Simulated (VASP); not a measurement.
The system is SiC3.

```
Si C
1.0
     2.74937    0.00000    0.00000
    -1.37469    2.38103    0.00000
     0.00000    0.00000    8.19365
Si C
1 3
Direct
  0.66667 0.33333 0.50000
  0.33333 0.66667 0.00000
  0.33333 0.66667 0.50000
  0.66667 0.33333 0.00000
```

* Program: VASP 6.6.1
* Task: relaxation of cell and atoms
* Functional: PBE
* Potentials or basis: VASP PAW PBE potentials, release 64 (Si, C_h)
* Cutoff: 1300 eV
* k mesh: 6 × 6 × 2
* Occupations: gaussian, width 0.1 eV
* Spin: no spin polarisation

At the start: pressure 16.4 GPa; volume 13.41 Å³/atom.

Task: Where does the relaxation end?

Result: Over 4 steps the energy falls by 62.7 meV/atom and the volume is 14.29 Å³/atom (+6.6 %); space group P-6m2 (No. 187, to 0.1 Å) before and after.

The path:
```
step  energy change (eV)  largest force (eV/Å)  pressure (GPa)  volume (Å³)
   1              0.0000                0.0000           16.38        53.64
   2              0.5872                0.0000          -20.59        64.81
   3             -0.2499                0.0000           -0.74        57.35
   4             -0.2507                0.0000            0.00        57.16
```

Final structure:
```yaml
crystal:
  lattice:
    - [2.83779, 0.00000, 0.00000]
    - [-1.41890, 2.45760, 0.00000]
    - [0.00000, 0.00000, 8.19601]
  atoms:
    - { symbol: Si, position: [0.66667, 0.33333, 0.50000] }
    - { symbol: C, position: [0.33333, 0.66667, 0.00000] }
    - { symbol: C, position: [0.33333, 0.66667, 0.50000] }
    - { symbol: C, position: [0.66667, 0.33333, 0.00000] }
```

Caveat: the k points lie up to 0.43 Å⁻¹ apart in the final cell.
